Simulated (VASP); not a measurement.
# C (I4_1/amd) in VASP: a series of runs

Runs on C. Level: PBE. Tasks: electric field gradients.

All numbers are computed with VASP 6.6.1; they aren't measurements. Logs are shortened: lines on timing, memory, paths and dates and some standing lists are left out, and cuts for length are marked.

## Step 1: The cell of the first run

It takes space group I4_1/amd (No. 141, tetragonal). Conventional cell: a = 2.522 Å, b = 2.522 Å, c = 3.531 Å, α = 90.00°, β = 90.00°, γ = 90.00°. C (site symmetry -4m2) has 4 C at 1.54 Å within 2.1 Å.

## Step 2: Electric field gradients, PBE (zz strain of -1 %)

The input, INCAR:

```
SYSTEM = C
ALGO = Normal ; EDIFF = 1E-8
ENCUT = 520 ; GGA = PE
ISIF = 2 ; ISMEAR = -1
LASPH = .True. ; LCHARG = .False.
LEFG = .True. ; LREAL = .False.
LWAVE = .False. ; NBANDS = 11
NELM = 100 ; PREC = Accurate
SIGMA = 0.08
```

The input, KPOINTS:

```
k-points
0
Gamma
  20 20 20
  0 0 0
```

The input, POSCAR:

```
C
1.0
    0.0000000000      1.7834000000      1.7655660000
    1.7834000000      0.0000000000      1.7655660000
    1.7834000000      1.7834000000      0.0000000000
C
2
Direct
    0.5000000000      0.5000000000      0.5000000000
    0.7500000000      0.7500000000      0.7500000000
```

Potentials or basis: VASP PAW PBE potentials, release 64 (C).

Command:

```bash
> cat potpaw_PBE.64/C/POTCAR > POTCAR
> mpirun -np 1 vasp_std > vasp.out
```

OUTCAR:

```text
SYSTEM = C
   EDIFF = 1E-8
   ENCUT = 520
   GGA = PE
   ISIF = 2
   ISMEAR = -1
   LASPH = .True.
   LREAL = .False.
   NELM = 100
   PREC = Accurate

 ion  position               nearest neighbor table
   1  0.500  0.500  0.500-   2 1.54   2 1.54   2 1.54   2 1.54
   2  0.750  0.750  0.750-   1 1.54   1 1.54   1 1.54   1 1.54

  LATTYP: Found a body centered tetragonal cell.
 ALAT       =     2.5221084671
 C/A-ratio  =     1.4000714267

  Lattice vectors:

 A1 = (   0.0000000000,  -1.7834000000,  -1.7655660000)
 A2 = (   0.0000000000,   1.7834000000,  -1.7655660000)
 A3 = (   1.7834000000,   0.0000000000,   1.7655660000)

Analysis of symmetry for initial positions (statically):
=====================================================================
 Subroutine PRICEL returns:
 Original cell was already a primitive cell.

 Routine SETGRP: Setting up the symmetry group for a
 body centered tetragonal supercell.

 Subroutine GETGRP returns: Found 16 space group operations
 (whereof  8 operations were pure point group operations)
 out of a pool of 16 trial point group operations.

The static configuration has the point symmetry D_2d.
 The point group associated with its full space group is D_4h.

Analysis of symmetry for dynamics (positions and initial velocities):
=====================================================================
 Subroutine PRICEL returns:
 Original cell was already a primitive cell.

 Routine SETGRP: Setting up the symmetry group for a
 body centered tetragonal supercell.

 Subroutine GETGRP returns: Found 16 space group operations
 (whereof  8 operations were pure point group operations)
 out of a pool of 16 trial point group operations.

The dynamic configuration has the point symmetry D_2d.
 The point group associated with its full space group is D_4h.

 Subroutine INISYM returns: Found 16 space group operations
 (whereof  8 operations are pure point group operations),
 and found     1 'primitive' translations

----------------------------------------------------------------------------------------

                                     Primitive cell

  volume of cell :      11.2308

  direct lattice vectors                    reciprocal lattice vectors
     0.000000000  1.783400000  1.765566000    -0.280363351  0.280363351  0.283195304
     1.783400000  0.000000000  1.765566000     0.280363351 -0.280363351  0.283195304
     1.783400000  1.783400000  0.000000000     0.280363351  0.280363351 -0.283195304

[... 129 lines left out ...]

 E-fermi :  11.2803     XC(G=0): -13.3013

 val. band max:        9.9759930526   @ k =   0.0000   0.0000   0.0000
 cond. band min:      13.8730667952   @ k =   0.3500   0.3500   0.0000
 fundamental gap:      3.8970737426
 Fermi energy:        11.2802503167

 k-point     1 :       0.0000    0.0000    0.0000
  band No.  band energies     occupation
      1     -11.7368      2.00000
      2       9.8252      2.00000
      3       9.8252      2.00000
      4       9.9760      2.00000
      5      15.4104      0.00000
      6      15.5355      0.00000
      7      15.5355      0.00000
      8      23.4357      0.00000
      9      29.2989      0.00000
     10      36.2562      0.00000
     11      36.7680      0.00000
[... 309 lines left out ...]
 k-point    24 :      -0.3500    0.0500    0.0000
  band No.  band energies     occupation
      1      -8.0346      2.00000
      2      -0.5566      2.00000
      3       6.9213      2.00000
      4       7.4184      2.00000
      5      18.1838      0.00000
      6      18.4097      0.00000
      7      18.9976      0.00000
      8      25.3150      0.00000
      9      31.0856      0.00000
     10      32.8264      0.00000
     11      34.3073      0.00000

 [... further k-points ...]
[... 5 lines left out ...]
  --------------------------------------------------------------------------------------
  -------------------------------------------------------------------------------------
  Total        0.2706525      0.2706525      0.9260801      0.0000000     -0.0000000      0.0000000
  in kB       38.6110059     38.6110059    132.1136407      0.0000000     -0.0000000      0.0000000
  external PRESSURE =      69.7785508 kB  Pullay stress =       0.0000000 kB

 VOLUME and BASIS-vectors are now :
 -----------------------------------------------------------------------------
  energy-cutoff  :      520.00
  volume of cell :       11.23
      direct lattice vectors                 reciprocal lattice vectors
     0.000000000  1.783400000  1.765566000    -0.280363351  0.280363351  0.283195304
     1.783400000  0.000000000  1.765566000     0.280363351 -0.280363351  0.283195304
     1.783400000  1.783400000  0.000000000     0.280363351  0.280363351 -0.283195304

 POSITION                                       TOTAL-FORCE (eV/Angst)
 -----------------------------------------------------------------------------------
      1.78340      1.78340      1.76557        -0.000000     -0.000000      0.000000
      2.67510      2.67510      2.64835         0.000000      0.000000     -0.000000
 -----------------------------------------------------------------------------------
    total drift:                                0.000000     -0.000000      0.000000

  FREE ENERGIE OF THE ION-ELECTRON SYSTEM (eV)
  ---------------------------------------------------
  free  energy   TOTEN  =       -18.1795780247 eV

  energy  without entropy=      -18.1795780246  energy(sigma->0) =      -18.17957802

 Electric field gradients (V/A^2)
---------------------------------------------------------------------
 ion       V_xx      V_yy      V_zz      V_xy      V_xz      V_yz
---------------------------------------------------------------------
   1       0.191     0.191    -0.382    -0.000    -0.000    -0.000
   2       0.191     0.191    -0.382    -0.000    -0.000    -0.000
---------------------------------------------------------------------

 Electric field gradients after diagonalization (V/A^2)
 (convention: |V_zz| > |V_xx| > |V_yy|)
----------------------------------------------------------------------
 ion       V_xx      V_yy      V_zz     asymmetry (V_yy - V_xx)/ V_zz
----------------------------------------------------------------------
   1       0.191     0.191    -0.382       0.001
   2       0.191     0.191    -0.382       0.001
----------------------------------------------------------------------

           NMR quadrupolar parameters

 Cq : quadrupolar parameter    Cq=e*Q*V_zz/h
 eta: asymmetry parameters     (V_yy - V_xx)/ V_zz
 Q  : nuclear electric quadrupole moment in mb (millibarn)
----------------------------------------------------------------------
 ion       Cq(MHz)       eta       Q (mb)
----------------------------------------------------------------------
   1      -0.001       0.001       1.000
   2      -0.001       0.001       1.000
----------------------------------------------------------------------
```

OSZICAR:

```text
N       E                     dE             d eps       ncg     rms          rms(c)
DAV:   1     0.115656866146E+01    0.11566E+01   -0.47820E+03 14853   0.698E+02
DAV:   2    -0.184696155203E+02   -0.19626E+02   -0.19019E+02 18441   0.128E+02
DAV:   3    -0.188372852729E+02   -0.36767E+00   -0.36687E+00 16509   0.133E+01
DAV:   4    -0.188378540523E+02   -0.56878E-03   -0.56877E-03 15154   0.662E-01
DAV:   5    -0.188378547135E+02   -0.66124E-06   -0.66121E-06 16119   0.210E-02    0.563E+00
DAV:   6    -0.183438858015E+02    0.49397E+00   -0.25770E-01 14399   0.358E+00    0.337E+00
DAV:   7    -0.181776736013E+02    0.16621E+00   -0.31478E-01 15232   0.401E+00    0.774E-01
DAV:   8    -0.181795175831E+02   -0.18440E-02   -0.87972E-03 14777   0.703E-01    0.440E-02
DAV:   9    -0.181795573159E+02   -0.39733E-04   -0.61980E-05 17058   0.634E-02    0.248E-02
DAV:  10    -0.181795779933E+02   -0.20677E-04   -0.15366E-05 15179   0.346E-02    0.537E-03
DAV:  11    -0.181795780721E+02   -0.78783E-07   -0.25600E-07 17129   0.458E-03    0.528E-04
DAV:  12    -0.181795780311E+02    0.40975E-07   -0.17508E-08 15303   0.131E-03    0.295E-04
DAV:  13    -0.181795780247E+02    0.63891E-08   -0.76193E-10  8062   0.224E-04
   1 F= -.18179578E+02 E0= -.18179578E+02  d E =-.128844E-09
```

stdout:

```text
POSCAR found type information on POSCAR C
 POSCAR found :  1 types and       2 ions
 scaLAPACK will be used
 LDA part: xc-table for (Slater+PW92), standard interpolation
 POSCAR, INCAR and KPOINTS ok, starting setup
 FFT: planning ... GRIDC
 FFT: planning ... GRID_SOFT
 FFT: planning ... GRID
 WAVECAR not read
 entering main loop
ion   1

ion   2
```

Run time: 27 s. Hardware: 1 thread of Intel Xeon 6975P-C (Granite Rapids), shared host; peak memory 0.17 GiB.

Results:

```
Free energy            : -18.1796 eV
Pressure               : 7.0 GPa
Band gap on the k mesh : 3.90 eV, indirect (least direct gap 5.43 eV)
```

Electric field gradients, principal values (V/Å²):
```tsv
atom	least	middle	greatest (by size)
1 C	0.191	0.191	-0.382
2 C	0.191	0.191	-0.382
```

Caveat: the cell differs from its parent crystal (zz strain of -1 %); without QUAD_EFG the Cq values of the log hold for a quadrupole moment of 1 mb, not for the nuclei. A k mesh can miss the band edges.

## Step 3: Electric field gradients, PBE (zz strain of +1 %)

The input, INCAR:

```
SYSTEM = C
PREC = Accurate
ENCUT = 520
EDIFF = 1E-8
ISMEAR = -1
SIGMA = 0.08
LREAL = .FALSE.
LASPH = .TRUE.
NELM = 60
ALGO = Normal
ISIF = 2
LWAVE = .FALSE.
LCHARG = .FALSE.
GGA = PE
LEFG = .TRUE.
NBANDS = 11
```

The input, KPOINTS:

```
regular mesh
0
G
  20 20 20
  0 0 0
```

The input, POSCAR:

```
C
1.0
    0.0000000000      1.7834000000      1.8012340000
    1.7834000000      0.0000000000      1.8012340000
    1.7834000000      1.7834000000      0.0000000000
C
2
Direct
    0.5000000000      0.5000000000      0.5000000000
    0.7500000000      0.7500000000      0.7500000000
```

Potentials or basis: VASP PAW PBE potentials, release 64 (C).

Command:

```bash
> cat potpaw_PBE.64/C/POTCAR > POTCAR
> mpirun -np 1 vasp_std > vasp.out
```

OUTCAR:

```text
SYSTEM = C
   PREC = Accurate
   ENCUT = 520
   EDIFF = 1E-8
   ISMEAR = -1
   LREAL = .FALSE.
   LASPH = .TRUE.
   NELM = 60
   ISIF = 2
   GGA = PE

 ion  position               nearest neighbor table
   1  0.500  0.500  0.500-   2 1.55   2 1.55   2 1.55   2 1.55
   2  0.750  0.750  0.750-   1 1.55   1 1.55   1 1.55   1 1.55

  LATTYP: Found a body centered tetragonal cell.
 ALAT       =     2.5221084671
 C/A-ratio  =     1.4283556980

  Lattice vectors:

 A1 = (  -1.7834000000,   0.0000000000,   1.8012340000)
 A2 = (   1.7834000000,   0.0000000000,   1.8012340000)
 A3 = (   0.0000000000,   1.7834000000,  -1.8012340000)

Analysis of symmetry for initial positions (statically):
=====================================================================
 Subroutine PRICEL returns:
 Original cell was already a primitive cell.

 Routine SETGRP: Setting up the symmetry group for a
 body centered tetragonal supercell.

[... 526 lines left out ...]
      direct lattice vectors                 reciprocal lattice vectors
     0.000000000  1.783400000  1.801234000    -0.280363351  0.280363351  0.277587476
     1.783400000  0.000000000  1.801234000     0.280363351 -0.280363351  0.277587476
     1.783400000  1.783400000  0.000000000     0.280363351  0.280363351 -0.277587476

 POSITION                                       TOTAL-FORCE (eV/Angst)
 -----------------------------------------------------------------------------------
      1.78340      1.78340      1.80123        -0.000000     -0.000000      0.000000
      2.67510      2.67510      2.70185         0.000000      0.000000     -0.000000
 -----------------------------------------------------------------------------------
    total drift:                                0.000000     -0.000000      0.000000

  FREE ENERGIE OF THE ION-ELECTRON SYSTEM (eV)
  ---------------------------------------------------
  free  energy   TOTEN  =       -18.1834276474 eV

  energy  without entropy=      -18.1834276473  energy(sigma->0) =      -18.18342765

 Electric field gradients (V/A^2)
---------------------------------------------------------------------
 ion       V_xx      V_yy      V_zz      V_xy      V_xz      V_yz
---------------------------------------------------------------------
   1      -0.192    -0.192     0.384    -0.000    -0.000    -0.000
   2      -0.192    -0.192     0.384    -0.000    -0.000    -0.000
---------------------------------------------------------------------

 Electric field gradients after diagonalization (V/A^2)
 (convention: |V_zz| > |V_xx| > |V_yy|)
----------------------------------------------------------------------
 ion       V_xx      V_yy      V_zz     asymmetry (V_yy - V_xx)/ V_zz
----------------------------------------------------------------------
   1      -0.192    -0.192     0.384       0.000
   2      -0.192    -0.192     0.384       0.000
----------------------------------------------------------------------

           NMR quadrupolar parameters

 Cq : quadrupolar parameter    Cq=e*Q*V_zz/h
 eta: asymmetry parameters     (V_yy - V_xx)/ V_zz
 Q  : nuclear electric quadrupole moment in mb (millibarn)
----------------------------------------------------------------------
 ion       Cq(MHz)       eta       Q (mb)
----------------------------------------------------------------------
   1       0.001       0.000       1.000
   2       0.001       0.000       1.000
----------------------------------------------------------------------
```

OSZICAR:

```text
N       E                     dE             d eps       ncg     rms          rms(c)
DAV:   1     0.139648157532E+01    0.13965E+01   -0.47397E+03 14765   0.696E+02
DAV:   2    -0.184193101305E+02   -0.19816E+02   -0.19172E+02 18694   0.128E+02
DAV:   3    -0.188022297498E+02   -0.38292E+00   -0.38190E+00 16487   0.135E+01
DAV:   4    -0.188028850142E+02   -0.65526E-03   -0.65525E-03 15164   0.690E-01
DAV:   5    -0.188028857828E+02   -0.76852E-06   -0.76936E-06 16254   0.224E-02    0.548E+00
DAV:   6    -0.183380495638E+02    0.46484E+00   -0.24257E-01 14420   0.346E+00    0.328E+00
DAV:   7    -0.181815751984E+02    0.15647E+00   -0.29822E-01 15205   0.388E+00    0.742E-01
DAV:   8    -0.181833651373E+02   -0.17899E-02   -0.84319E-03 14744   0.684E-01    0.432E-02
DAV:   9    -0.181834069487E+02   -0.41811E-04   -0.62023E-05 17079   0.633E-02    0.244E-02
DAV:  10    -0.181834276280E+02   -0.20679E-04   -0.15700E-05 15151   0.347E-02    0.534E-03
DAV:  11    -0.181834276951E+02   -0.67059E-07   -0.25742E-07 17130   0.455E-03    0.546E-04
DAV:  12    -0.181834276529E+02    0.42243E-07   -0.18681E-08 15239   0.134E-03    0.311E-04
DAV:  13    -0.181834276474E+02    0.54590E-08   -0.87761E-10  8101   0.239E-04
   1 F= -.18183428E+02 E0= -.18183428E+02  d E =-.625133E-10
```

Wall time 29 s (1 thread of Intel Xeon 6975P-C (Granite Rapids), shared host); peak memory 0.17 GiB.

What came out:

```yaml
Free_energy: -18.1834 eV
Pressure: -1.9 GPa
Band_gap_on_the_k_mesh: 3.98 eV, indirect (least direct gap 5.47 eV)
```

Stress tensor (GPa, compression positive):
```
 1.19  0.00  0.00
 0.00  1.19  0.00
 0.00  0.00 -8.06
```

Electric field gradients, principal values (V/Å²):
| atom | least | middle | greatest (by size) |
| --- | --- | --- | --- |
| 1 C | -0.192 | -0.192 | 0.384 |
| 2 C | -0.192 | -0.192 | 0.384 |

Caveat: the cell differs from its parent crystal (zz strain of +1 %); without QUAD_EFG the Cq values of the log hold for a quadrupole moment of 1 mb, not for the nuclei.

(Part 1 of 2 ends here.)
